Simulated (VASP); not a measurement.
PbSe:

```
Pb Se
1.0
     0.00000    3.12068    3.12068
     3.12068    0.00000    3.12068
     3.12068    3.12068    0.00000
Pb Se
1 1
Direct
  0.00000 0.00000 0.00000
  0.50000 0.50000 0.50000
```

```yaml
Program: VASP 6.6.1
Task: relaxation of cell and atoms
Functional: r2SCAN
Potentials_or_basis: VASP PAW PBE potentials, release 64 (Pb_d, Se)
Cutoff: 620 eV
k_mesh: 8 × 8 × 8
Occupations: gaussian, width 0.03 eV
Spin: no spin polarisation
```

At the start: pressure -1.5 GPa; volume 30.39 Å³/atom.

Q: How do energy, volume and symmetry change on relaxing?

A: Over 5 steps the energy falls by 4.1 meV/atom and the volume is 29.49 Å³/atom (-3.0 %); space group Fm-3m (No. 225, to 0.1 Å) before and after.

Step by step:
```csv
step,energy change (eV),largest force (eV/Å),pressure (GPa),volume (Å³)
1,0.0000,0.0000,-1.45,60.78
2,-0.0074,0.0000,0.54,58.39
3,-0.0084,0.0000,0.00,58.98
4,-0.0082,0.0000,0.00,58.98
5,-0.0082,0.0000,0.00,58.98
```

Final structure:
```yaml
crystal:
  lattice:
    - [0.00000, 3.08954, 3.08954]
    - [3.08954, 0.00000, 3.08954]
    - [3.08954, 3.08954, 0.00000]
  atoms:
    - { symbol: Pb, position: [0.00000, 0.00000, 0.00000] }
    - { symbol: Se, position: [0.50000, 0.50000, 0.50000] }
```

Where two steps share one volume, the run began anew on that cell with a basis built for it.

Caveat: the PAW data sets were made with another functional, which shifts forces and pressure a little.
